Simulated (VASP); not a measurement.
TaPb: relaxation of cell and atoms with PBE

TaPb:

```
Ta Pb
1.0
     0.00000    3.04952    3.04952
     3.04952    0.00000    3.04952
     3.04952    3.04952    0.00000
Ta Pb
1 1
Direct
  0.50000 0.50000 0.50000
  0.00000 0.00000 0.00000
```

```yaml
Program: VASP 6.6.1
Task: relaxation of cell and atoms
Functional: PBE
Potentials_or_basis: VASP PAW PBE potentials, release 64 (Ta_pv, Pb_d)
Cutoff: 600 eV
k_mesh: 6 × 6 × 6
Occupations: gaussian, width 0.1 eV
Spin: no spin polarisation
Dipole_correction: no
Further_INCAR_settings: ALGO = Normal; EDIFF = 1e-06; IBRION = 2; EDIFFG = -0.04; NSW = 90; ISIF = 3
```

```
Relaxed volume                         : 24.01 Å³/atom
Relaxed cell                           : a = 4.080 Å, b = 4.080 Å, c = 4.080 Å, α = 60.00°, β = 60.00°, γ = 60.00°
Space group after relaxing (to 0.05 Å) : Fm-3m (No. 225)
Energy gained by relaxing              : 186.1 meV/atom
Ionic steps                            : 4
Pressure after relaxing                : -0.1 GPa
```

The path:
| step | energy change (eV) | largest force (eV/Å) | pressure (GPa) | volume (Å³) |
| --- | --- | --- | --- | --- |
| 1 | 0.0000 | 0.0000 | -11.56 | 56.72 |
| 2 | -0.0013 | 0.0000 | 21.13 | 41.53 |
| 3 | -0.3720 | 0.0000 | -0.44 | 48.18 |
| 4 | -0.3723 | 0.0000 | -0.07 | 48.02 |

Final structure:
```yaml
crystal:
  lattice:
    - [0.00000, 2.88482, 2.88482]
    - [2.88482, 0.00000, 2.88482]
    - [2.88482, 2.88482, 0.00000]
  atoms:
    - { symbol: Ta, position: [0.50000, 0.50000, 0.50000] }
    - { symbol: Pb, position: [0.00000, 0.00000, 0.00000] }
```

Levels at points of the mesh, in eV from the Fermi level:
```
           k point  band 9  band 10  band 11  band 12  band 13  band 14  band 15  band 16
(0.00, 0.00, 0.00)  -11.41    -0.58    -0.58    -0.58     0.23     0.23     2.73     2.73
(0.50, 0.00, 0.00)   -8.82    -5.80    -2.59    -2.59     0.54     0.54     0.75     4.19
(0.50, 0.50, 0.00)   -9.24    -3.62    -1.81    -0.25    -0.25     0.84     1.13     1.13
```

Wall time 91 s on 1 thread of AMD EPYC 7R43 64-Core Processor (Zen 3), with other jobs on the host, peak memory 0.17 GiB.

Caveat: the volume moved by over 15 % at a fixed basis, so the end points are rough; spin-orbit coupling is left out, which moves the levels of the heavy elements.
